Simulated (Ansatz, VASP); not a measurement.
# Li2Se in VASP and in Ansatz

File INCAR:

```
SYSTEM = Li2Se
PREC = Accurate
ENCUT = 750
EDIFF = 1E-6
ISMEAR = 0
SIGMA = 0.05
LREAL = .False.
LASPH = .True.
NELM = 120
ALGO = Normal
ISIF = 2
LWAVE = .False.
LCHARG = .False.
GGA = PE
NBANDS = 13
GGA_COMPAT = .False.
```

The input KPOINTS:

```
regular mesh
0
Gamma
  10 10 10
  0 0 0
```

Contents of POSCAR:

```
Li2Se
1.0
    0.0000000000      3.0427190259      3.0427190259
    3.0427190259      0.0000000000      3.0427190259
    3.0427190259      3.0427190259      0.0000000000
Li Se
2 1
Direct
    0.2500000000      0.2500000000      0.2500000000
    0.7500000000      0.7500000000      0.7500000000
    0.0000000000      0.0000000000      0.0000000000
```

Input for Ansatz:

```yaml
crystal:
  lattice:
    - [0.0, 3.0427190269, 3.0427190269]
    - [3.0427190269, 0.0, 3.0427190269]
    - [3.0427190269, 3.0427190269, 0.0]
  atoms:
    - { symbol: Li, position: [0.25, 0.25, 0.25] }
    - { symbol: Li, position: [0.75, 0.75, 0.75] }
    - { symbol: Se, position: [0.0, 0.0, 0.0] }
basis:
  ecutwfc: 420
  ecutrho_ratio: 4
kpoints:
  mp_grid: { grid: [10, 10, 10] }
hamiltonian:
  xc: pbe
scf:
  occupations: { method: gaussian, width: 0.05 }
output:
  forces: true
  stress: true
  eigenvalues: true
  write_density: true
  write_potential: true
  elf: true
  volumetric_format: npy
```

Alike in both runs: task single point; functional PBE; k mesh 10 × 10 × 10; occupations gaussian, width 0.05 eV; no spin polarisation.

|  | VASP | Ansatz |
| --- | --- | --- |
| version | VASP 6.6.1 | Ansatz 0.2.0 |
| potentials or method | VASP PAW PBE potentials, release 64 (Li_sv, Se), cutoff 750 eV | scalar-relativistic, plane waves, PAW |
| valence electrons in the cell | 12 | 22 |

|  | VASP | Ansatz | Ansatz less VASP |
| --- | --- | --- | --- |
| gap on the k mesh at the Fermi level (eV) | 3.00 | 3.01 | +0.006 |
| least direct gap on the mesh (eV) | 3.22 | 3.22 | -0.002 |
| pressure (GPa) | -1.3 | -1.2 | +0.06 |

The functional is the same, so the differences come from potentials, cutoffs and numerics. VASP's potentials hold 12 valence electrons a cell and Ansatz's 22, so a difference there can come from the potentials and not from the codes.
